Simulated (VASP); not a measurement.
# ZnO (P6_3mc) in VASP: a series of runs

ZnO is run at these levels: LDA; tasks: electric field gradients.

Everything below comes from runs of VASP 6.6.1. Logs are shortened: lines on timing, memory, paths and dates and some standing lists are left out, and cuts for length are marked.

## (1) The cell of the first run

Symmetry: P6_3mc, No. 186, hexagonal system. Conventional cell: a = 3.228 Å, b = 3.228 Å, c = 5.169 Å, α = 90.00°, β = 90.00°, γ = 120.00°. Within 2.6 Å of Zn (site symmetry 3m) lie 4 O at 1.96 to 1.98 Å. Within 2.6 Å of O (site symmetry 3m) lie 4 Zn at 1.96 to 1.98 Å.

## (2) Electric field gradients, LDA (11.66 Å³/atom)

The input, INCAR:

```
ALGO = Normal
EDIFF = 1E-8
ENCUT = 520
GGA = CA
ISIF = 2
ISMEAR = -1
LASPH = True
LCHARG = False
LEFG = True
LREAL = False
LWAVE = False
NBANDS = 26
NELM = 80
PREC = Accurate
SIGMA = 0.02
```

The input, KPOINTS:

```
k-points
0
Gamma
  11 11 6
```

The input, POSCAR:

```
ZnO
1.0
    3.2275900217      0.0000000000      0.0000000000
   -1.6137950108      2.7951749517      0.0000000000
    0.0000000000      0.0000000000      5.1688741155
Zn O
2 2
Direct
    0.3333333333      0.6666666667      0.0000000000
    0.6666666667      0.3333333333      0.5000000000
    0.3333333333      0.6666666667      0.3821000000
    0.6666666667      0.3333333333      0.8821000000
```

Potentials or basis: VASP PAW LDA potentials, release 64 (Zn, O).

Launch:

```sh
$ cat potpaw_LDA.64/Zn/POTCAR potpaw_LDA.64/O/POTCAR > POTCAR
$ mpirun -np 1 vasp_std > vasp.out
```

OUTCAR:

```text
EDIFF = 1E-8
   ENCUT = 520
   GGA = CA
   ISIF = 2
   ISMEAR = -1
   LASPH = True
   LREAL = False
   NELM = 80
   PREC = Accurate

 ion  position               nearest neighbor table
   1  0.333  0.667  0.000-   4 1.96   4 1.96   4 1.96   3 1.98
   2  0.667  0.333  0.500-   3 1.96   3 1.96   3 1.96   4 1.98
   3  0.333  0.667  0.382-   2 1.96   2 1.96   2 1.96   1 1.98
   4  0.667  0.333  0.882-   1 1.96   1 1.96   1 1.96   2 1.98

  LATTYP: Found a hexagonal cell.
 ALAT       =     3.2275900217
 C/A-ratio  =     1.6014655147

  Lattice vectors:

 A1 = (   3.2275900217,   0.0000000000,   0.0000000000)
 A2 = (  -1.6137950108,   2.7951749517,   0.0000000000)
 A3 = (   0.0000000000,   0.0000000000,   5.1688741155)

Analysis of symmetry for initial positions (statically):
=====================================================================
 Subroutine PRICEL returns:
 Original cell was already a primitive cell.

 Routine SETGRP: Setting up the symmetry group for a
 hexagonal supercell.

 Subroutine GETGRP returns: Found 12 space group operations
 (whereof  6 operations were pure point group operations)
 out of a pool of 24 trial point group operations.

The static configuration has the point symmetry C_3v.
 The point group associated with its full space group is C_6v.

Analysis of symmetry for dynamics (positions and initial velocities):
=====================================================================
 Subroutine PRICEL returns:
 Original cell was already a primitive cell.

 Routine SETGRP: Setting up the symmetry group for a
 hexagonal supercell.

 Subroutine GETGRP returns: Found 12 space group operations
 (whereof  6 operations were pure point group operations)
 out of a pool of 24 trial point group operations.

The dynamic configuration has the point symmetry C_3v.
 The point group associated with its full space group is C_6v.

 Subroutine INISYM returns: Found 12 space group operations
 (whereof  6 operations are pure point group operations),
 and found     1 'primitive' translations
[... 139 lines left out ...]
  ---------------------------------------------------
  ext. energy  EPLUGINS =         0.00000000
  ---------------------------------------------------
  free energy    TOTEN  =       -21.14894979 eV

  energy without entropy =      -21.14894979  energy(sigma->0) =      -21.14894979

 E-fermi :   1.4372     XC(G=0): -11.5723

 val. band max:        1.0717495239   @ k =   0.0000   0.0000   0.0000
 cond. band min:       1.8472783406   @ k =   0.0000   0.0000   0.0000
 fundamental gap:      0.7755288167
 Fermi energy:         1.4371635056

 k-point     1 :       0.0000    0.0000    0.0000
  band No.  band energies     occupation
      1     -16.9023      2.00000
      2     -16.0942      2.00000
      3      -4.8159      2.00000
      4      -4.8159      2.00000
      5      -4.7693      2.00000
      6      -4.7255      2.00000
[... 685 lines left out ...]
     25      14.0300      0.00000
     26      15.5550      0.00000

 [... further k-points ...]

------------------------ aborting loop because EDIFF is reached ----------------------------------------

  FORCE on cell =-STRESS in cart. coord.  units (eV):
  Direction    XX          YY          ZZ          XY          YZ          ZX
  --------------------------------------------------------------------------------------
  -------------------------------------------------------------------------------------
  Total       -0.9696898     -0.9696898     -0.8187756     -0.0000000     -0.0000000      0.0000000
  in kB      -33.3165542    -33.3165542    -28.1314532     -0.0000000     -0.0000000      0.0000000
  external PRESSURE =     -31.5881872 kB  Pullay stress =       0.0000000 kB

 VOLUME and BASIS-vectors are now :
 -----------------------------------------------------------------------------
  energy-cutoff  :      520.00
  volume of cell :       46.63
      direct lattice vectors                 reciprocal lattice vectors
     3.227590022  0.000000000  0.000000000     0.309828694  0.178879680  0.000000000
    -1.613795011  2.795174952  0.000000000     0.000000000  0.357759359  0.000000000
     0.000000000  0.000000000  5.168874116     0.000000000  0.000000000  0.193465729

 POSITION                                       TOTAL-FORCE (eV/Angst)
 -----------------------------------------------------------------------------------
     -0.00000      1.86345      0.00000        -0.000000      0.000000      0.041550
      1.61380      0.93172      2.58444         0.000000     -0.000000      0.041550
     -0.00000      1.86345      1.97503        -0.000000      0.000000     -0.041550
      1.61380      0.93172      4.55946         0.000000     -0.000000     -0.041550
 -----------------------------------------------------------------------------------
    total drift:                               -0.000000     -0.000000     -0.000472

  FREE ENERGIE OF THE ION-ELECTRON SYSTEM (eV)
  ---------------------------------------------------
  free  energy   TOTEN  =       -21.1489497889 eV

  energy  without entropy=      -21.1489497889  energy(sigma->0) =      -21.14894979

 Electric field gradients (V/A^2)
---------------------------------------------------------------------
 ion       V_xx      V_yy      V_zz      V_xy      V_xz      V_yz
---------------------------------------------------------------------
   1      -4.002    -4.005     8.007    -0.003     0.000    -0.000
   2      -4.002    -4.005     8.007    -0.003    -0.000     0.000
   3       1.751     1.747    -3.497    -0.003     0.000    -0.000
   4       1.751     1.747    -3.497    -0.003    -0.000     0.000
---------------------------------------------------------------------

 Electric field gradients after diagonalization (V/A^2)
 (convention: |V_zz| > |V_xx| > |V_yy|)
----------------------------------------------------------------------
 ion       V_xx      V_yy      V_zz     asymmetry (V_yy - V_xx)/ V_zz
----------------------------------------------------------------------
   1      -4.007    -4.000     8.007       0.001
   2      -4.007    -4.000     8.007       0.001
   3       1.752     1.745    -3.497       0.002
   4       1.752     1.745    -3.497       0.002
----------------------------------------------------------------------

           NMR quadrupolar parameters

 Cq : quadrupolar parameter    Cq=e*Q*V_zz/h
 eta: asymmetry parameters     (V_yy - V_xx)/ V_zz
 Q  : nuclear electric quadrupole moment in mb (millibarn)
----------------------------------------------------------------------
 ion       Cq(MHz)       eta       Q (mb)
----------------------------------------------------------------------
   1       0.019       0.001       1.000
   2       0.019       0.001       1.000
   3      -0.008       0.002       1.000
   4      -0.008       0.002       1.000
----------------------------------------------------------------------
```

stdout:

```text
POSCAR found type information on POSCAR ZnO
 POSCAR found :  2 types and       4 ions
 scaLAPACK will be used
 LDA part: xc-table for (Slater(with rela. corr.)+CA(PZ))
 , standard interpolation
 POSCAR, INCAR and KPOINTS ok, starting setup
 FFT: planning ... GRIDC
 FFT: planning ... GRID_SOFT
 FFT: planning ... GRID
 WAVECAR not read
 entering main loop
ion   1

ion   2

ion   3

ion   4
```

It took 1.9 min on 1 thread of Intel Xeon 8259CL, shared host; peak memory 0.19 GiB.

What came out:

| Item | Value |
| --- | --- |
| Free energy | -21.1489 eV |
| Pressure | -3.2 GPa |
| Largest force | 0.042 eV/Å |
| Band gap on the k mesh | 0.78 eV |
| Largest electric field gradient by atom | Zn +8.0; O -3.5 V/Å² |

Forces on the atoms (eV/Å):
```
Zn   0.000  0.000  0.042
Zn   0.000  0.000  0.042
O    0.000  0.000 -0.042
O    0.000  0.000 -0.042
```

Electric field gradients, principal values (V/Å²):
```csv
atom,least,middle,greatest (by size)
1 Zn,-4.000,-4.007,8.007
2 Zn,-4.000,-4.007,8.007
3 O,1.745,1.752,-3.497
4 O,1.745,1.752,-3.497
```

Caveat: the cell stands under tension; semilocal functionals underestimate gaps, and a narrow one can read as zero; without QUAD_EFG the Cq values of the log hold for a quadrupole moment of 1 mb, not for the nuclei.

## (3) Electric field gradients, LDA (11.78 Å³/atom)

This run uses another cell than the first one, of 11.78 Å³/atom.

The input, INCAR:

```
SYSTEM = ZnO
PREC = Accurate
ENCUT = 520
EDIFF = 1E-8
ISMEAR = -1
SIGMA = 0.02
LREAL = .FALSE.
LASPH = .TRUE.
NELM = 100
ALGO = Normal
ISIF = 2
LWAVE = .FALSE.
LCHARG = .FALSE.
GGA = CA
LEFG = .TRUE.
NBANDS = 26
```

The input, KPOINTS:

```
Automatic mesh
0
G
  11 11 6
  0 0 0
```

The input, POSCAR:

```
ZnO
1.0
    3.2385310885      0.0000000000      0.0000000000
   -1.6192655442      2.8046501935      0.0000000000
    0.0000000000      0.0000000000      5.1863958566
Zn O
2 2
Direct
    0.3333333333      0.6666666667      0.0000000000
    0.6666666667      0.3333333333      0.5000000000
    0.3333333333      0.6666666667      0.3821000000
    0.6666666667      0.3333333333      0.8821000000
```

Potentials or basis: VASP PAW LDA potentials, release 64 (Zn, O).

Launch:

```sh
$ cat potpaw_LDA.64/Zn/POTCAR potpaw_LDA.64/O/POTCAR > POTCAR
$ mpirun -np 1 vasp_std > vasp.out
```

OUTCAR:

```text
SYSTEM = ZnO
   PREC = Accurate
   ENCUT = 520
   EDIFF = 1E-8
   ISMEAR = -1
   LREAL = .FALSE.
   LASPH = .TRUE.
   NELM = 100
   ISIF = 2
   GGA = CA

 ion  position               nearest neighbor table
   1  0.333  0.667  0.000-   4 1.97   4 1.97   4 1.97   3 1.98
   2  0.667  0.333  0.500-   3 1.97   3 1.97   3 1.97   4 1.98
   3  0.333  0.667  0.382-   2 1.97   2 1.97   2 1.97   1 1.98
   4  0.667  0.333  0.882-   1 1.97   1 1.97   1 1.97   2 1.98

  LATTYP: Found a hexagonal cell.
 ALAT       =     3.2385310885
 C/A-ratio  =     1.6014655147

  Lattice vectors:

 A1 = (   3.2385310885,   0.0000000000,   0.0000000000)
 A2 = (  -1.6192655442,   2.8046501935,   0.0000000000)
 A3 = (   0.0000000000,   0.0000000000,   5.1863958566)

Analysis of symmetry for initial positions (statically):
=====================================================================
 Subroutine PRICEL returns:
 Original cell was already a primitive cell.

 Routine SETGRP: Setting up the symmetry group for a
 hexagonal supercell.

 Subroutine GETGRP returns: Found 12 space group operations
 (whereof  6 operations were pure point group operations)
 out of a pool of 24 trial point group operations.

The static configuration has the point symmetry C_3v.
 The point group associated with its full space group is C_6v.

Analysis of symmetry for dynamics (positions and initial velocities):
=====================================================================
 Subroutine PRICEL returns:
 Original cell was already a primitive cell.

 Routine SETGRP: Setting up the symmetry group for a
 hexagonal supercell.
[... 863 lines left out ...]

  FORCE on cell =-STRESS in cart. coord.  units (eV):
  Direction    XX          YY          ZZ          XY          YZ          ZX
  --------------------------------------------------------------------------------------
  -------------------------------------------------------------------------------------
  Total       -1.4131353     -1.4131353     -1.2470716     -0.0000000     -0.0000000      0.0000000
  in kB      -48.0620075    -48.0620075    -42.4140305     -0.0000000     -0.0000000      0.0000000
  external PRESSURE =     -46.1793485 kB  Pullay stress =       0.0000000 kB

 VOLUME and BASIS-vectors are now :
 -----------------------------------------------------------------------------
  energy-cutoff  :      520.00
  volume of cell :       47.11
      direct lattice vectors                 reciprocal lattice vectors
     3.238531088  0.000000000  0.000000000     0.308781967  0.178275352  0.000000000
    -1.619265544  2.804650194  0.000000000     0.000000000  0.356550704  0.000000000
     0.000000000  0.000000000  5.186395857     0.000000000  0.000000000  0.192812124

 POSITION                                       TOTAL-FORCE (eV/Angst)
 -----------------------------------------------------------------------------------
     -0.00000      1.86977      0.00000         0.000000     -0.000000      0.041202
      1.61927      0.93488      2.59320        -0.000000      0.000000      0.041202
     -0.00000      1.86977      1.98172         0.000000     -0.000000     -0.041202
      1.61927      0.93488      4.57492        -0.000000     -0.000000     -0.041202
 -----------------------------------------------------------------------------------
    total drift:                               -0.000001     -0.000001     -0.000443

  FREE ENERGIE OF THE ION-ELECTRON SYSTEM (eV)
  ---------------------------------------------------
  free  energy   TOTEN  =       -21.1378582434 eV

  energy  without entropy=      -21.1378582433  energy(sigma->0) =      -21.13785824

 Electric field gradients (V/A^2)
---------------------------------------------------------------------
 ion       V_xx      V_yy      V_zz      V_xy      V_xz      V_yz
---------------------------------------------------------------------
   1      -3.944    -3.947     7.891    -0.002     0.000    -0.000
   2      -3.944    -3.947     7.891    -0.002    -0.000     0.000
   3       1.758     1.754    -3.513    -0.004     0.000    -0.000
   4       1.758     1.754    -3.513    -0.004    -0.000     0.000
---------------------------------------------------------------------

 Electric field gradients after diagonalization (V/A^2)
 (convention: |V_zz| > |V_xx| > |V_yy|)
----------------------------------------------------------------------
 ion       V_xx      V_yy      V_zz     asymmetry (V_yy - V_xx)/ V_zz
----------------------------------------------------------------------
   1      -3.948    -3.943     7.891       0.001
   2      -3.948    -3.943     7.891       0.001
   3       1.761     1.752    -3.513       0.002
   4       1.761     1.752    -3.513       0.002
----------------------------------------------------------------------

           NMR quadrupolar parameters

 Cq : quadrupolar parameter    Cq=e*Q*V_zz/h
 eta: asymmetry parameters     (V_yy - V_xx)/ V_zz
 Q  : nuclear electric quadrupole moment in mb (millibarn)
----------------------------------------------------------------------
 ion       Cq(MHz)       eta       Q (mb)
----------------------------------------------------------------------
   1       0.019       0.001       1.000
   2       0.019       0.001       1.000
   3      -0.008       0.002       1.000
   4      -0.008       0.002       1.000
----------------------------------------------------------------------
```

OSZICAR:

```text
N       E                     dE             d eps       ncg     rms          rms(c)
DAV:   1     0.285857759520E+03    0.28586E+03   -0.18255E+04  3368   0.204E+03
DAV:   2     0.692977839301E+01   -0.27893E+03   -0.26253E+03  3410   0.405E+02
DAV:   3    -0.236019649000E+02   -0.30532E+02   -0.30106E+02  3770   0.138E+02
DAV:   4    -0.241927075849E+02   -0.59074E+00   -0.58944E+00  3656   0.194E+01
DAV:   5    -0.241957491606E+02   -0.30416E-02   -0.30414E-02  3658   0.145E+00    0.147E+01
DAV:   6    -0.210447004009E+02    0.31510E+01   -0.60692E+00  5328   0.615E+01    0.927E+00
DAV:   7    -0.212048006464E+02   -0.16010E+00   -0.27053E+00  3456   0.166E+01    0.550E+00
DAV:   8    -0.211887897778E+02    0.16011E-01   -0.57679E-01  4428   0.705E+00    0.168E+00
DAV:   9    -0.211359036517E+02    0.52886E-01   -0.10281E-01  4814   0.655E+00    0.335E-01
DAV:  10    -0.211378856884E+02   -0.19820E-02   -0.35237E-02  3384   0.134E+00    0.818E-02
DAV:  11    -0.211378700732E+02    0.15615E-04   -0.51532E-04  3902   0.472E-01    0.275E-02
DAV:  12    -0.211378576639E+02    0.12409E-04   -0.10916E-04  4222   0.340E-01    0.738E-03
DAV:  13    -0.211378594163E+02   -0.17523E-05   -0.12019E-05  5004   0.558E-02    0.923E-03
DAV:  14    -0.211378582554E+02    0.11608E-05   -0.38609E-06  3590   0.175E-02    0.143E-03
DAV:  15    -0.211378582692E+02   -0.13787E-07   -0.20006E-07  3582   0.637E-03    0.127E-03
DAV:  16    -0.211378582464E+02    0.22832E-07   -0.64599E-08  3590   0.294E-03    0.257E-04
DAV:  17    -0.211378582434E+02    0.30232E-08   -0.38387E-09  1722   0.866E-04
   1 F= -.21137858E+02 E0= -.21137858E+02  d E =-.439933E-10
```

stdout:

```text
POSCAR found type information on POSCAR ZnO
 POSCAR found :  2 types and       4 ions
 scaLAPACK will be used
 LDA part: xc-table for (Slater(with rela. corr.)+CA(PZ))
 , standard interpolation
 POSCAR, INCAR and KPOINTS ok, starting setup
 FFT: planning ... GRIDC
 FFT: planning ... GRID_SOFT
 FFT: planning ... GRID
 WAVECAR not read
 entering main loop
ion   1

ion   2

ion   3

ion   4
```

It took 1.8 min on 1 thread of Intel Xeon 8259CL, shared host; peak memory 0.18 GiB.

Results:

```
Free energy                             : -21.1379 eV
Pressure                                : -4.6 GPa
Largest force                           : 0.041 eV/Å
Band gap on the k mesh                  : 0.76 eV
Largest electric field gradient by atom : Zn +7.9; O -3.5 V/Å²
```

Forces on the atoms (eV/Å):
```
Zn   0.000  0.000  0.041
Zn   0.000  0.000  0.041
O    0.000  0.000 -0.041
O    0.000  0.000 -0.041
```

Stress tensor (GPa, compression positive):
```
-4.81  0.00  0.00
 0.00 -4.81  0.00
 0.00  0.00 -4.24
```

Electric field gradients, principal values (V/Å²):
```tsv
atom	least	middle	greatest (by size)
1 Zn	-3.943	-3.948	7.891
2 Zn	-3.943	-3.948	7.891
3 O	1.752	1.761	-3.513
4 O	1.752	1.761	-3.513
```

Caveat: the cell stands under tension; semilocal functionals underestimate gaps, and a narrow one can read as zero; without QUAD_EFG the Cq values of the log hold for a quadrupole moment of 1 mb, not for the nuclei.
